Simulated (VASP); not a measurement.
**SiGe2: single point with PBE**

Crystal: SiGe2.

```
Si Ge
1.0
     3.95597    0.00000    0.00000
    -1.97798    3.42597    0.00000
     0.00000    0.00000    9.65676
Si Ge
2 4
Direct
  0.00000 0.00000 0.87844
  0.00000 0.00000 0.12156
  0.66667 0.33333 0.54321
  0.33333 0.66667 0.20261
  0.66667 0.33333 0.79739
  0.33333 0.66667 0.45679
```

```yaml
Program: VASP 6.6.1
Task: single point
Functional: PBE
Potentials_or_basis: VASP PAW PBE potentials, release 64 (Si, Ge_d)
Cutoff: 520 eV
k_mesh: 12 × 12 × 4
Occupations: fermi-dirac, width 0.02 eV
Spin: no spin polarisation
```

```yaml
Pressure: 2.5 GPa
Largest_force: 0.063 eV/Å
Band_gap_on_the_k_mesh: 0.55 eV (least direct gap 0.72 eV)
```

Forces on the atoms (eV/Å):
```
Si   0.000  0.000  0.063
Si   0.000  0.000 -0.063
Ge   0.000  0.000  0.027
Ge   0.000  0.000 -0.054
Ge   0.000  0.000  0.054
Ge   0.000  0.000 -0.027
```

Stress tensor (GPa, compression positive):
```
2.36 0.00 0.00
0.00 2.36 0.00
0.00 0.00 2.70
```

Levels at points of the mesh, in eV from the valence-band top:
| k point | band 29 | band 30 | band 31 | band 32 | band 33 | band 34 | band 35 | band 36 |
| --- | --- | --- | --- | --- | --- | --- | --- | --- |
| (0.00, 0.00, 0.00) | -1.06 | -0.04 | 0.00 | 0.00 | 0.72 | 0.85 | 1.13 | 2.47 |
| (0.50, 0.00, 0.00) | -2.95 | -2.94 | -1.98 | -1.87 | 0.70 | 0.73 | 1.78 | 1.85 |
| (0.00, 0.00, 0.50) | -0.65 | -0.65 | -0.39 | -0.39 | 0.55 | 1.38 | 1.44 | 2.99 |
| (0.50, 0.00, 0.50) | -2.82 | -2.63 | -1.36 | -1.34 | 0.58 | 0.91 | 1.17 | 2.73 |

Run time: 4.9 min on 1 thread of Oxide Virtual Turin-like Processor, on a shared host, peak memory 0.39 GiB.

Caveat: semilocal functionals underestimate gaps, and a narrow one can read as zero. A k mesh can miss the band edges.
